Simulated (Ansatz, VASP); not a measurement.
**Two plane-wave programs on Sb**

```
Sb
1.0
     3.32162    0.00000    0.00000
    -1.66081    2.87661    0.00000
     0.00000    0.00000   11.27794
Sb
4
Direct
  0.00000 0.00000 0.00000
  0.00000 0.00000 0.50000
  0.33333 0.66667 0.25000
  0.66667 0.33333 0.75000
```

Alike in both runs: task single point; functional RPBE; k mesh 12 × 12 × 3; occupations fermi-dirac, width 0.1 eV; no spin polarisation.

|  | VASP | Ansatz |
| --- | --- | --- |
| version | VASP 6.6.1 | Ansatz 0.2.0 |
| potentials or method | VASP PAW PBE potentials, release 64 (Sb), cutoff 520 eV | plane waves (420 eV) with PAW, scalar-relativistic |
| valence electrons in the cell | 20 | 60 |

```csv
,VASP,Ansatz,Ansatz less VASP
pressure (GPa),2.5,2.7,+0.21
"traceless stress, the component that is largest in VASP (GPa)",-0.51,-0.52,-0.005
```

VASP's potentials were made for PBE, not for RPBE. VASP's potentials hold 20 valence electrons a cell and Ansatz's 60, so a difference there can come from the potentials and not from the codes.

Neither program's run includes spin-orbit coupling.
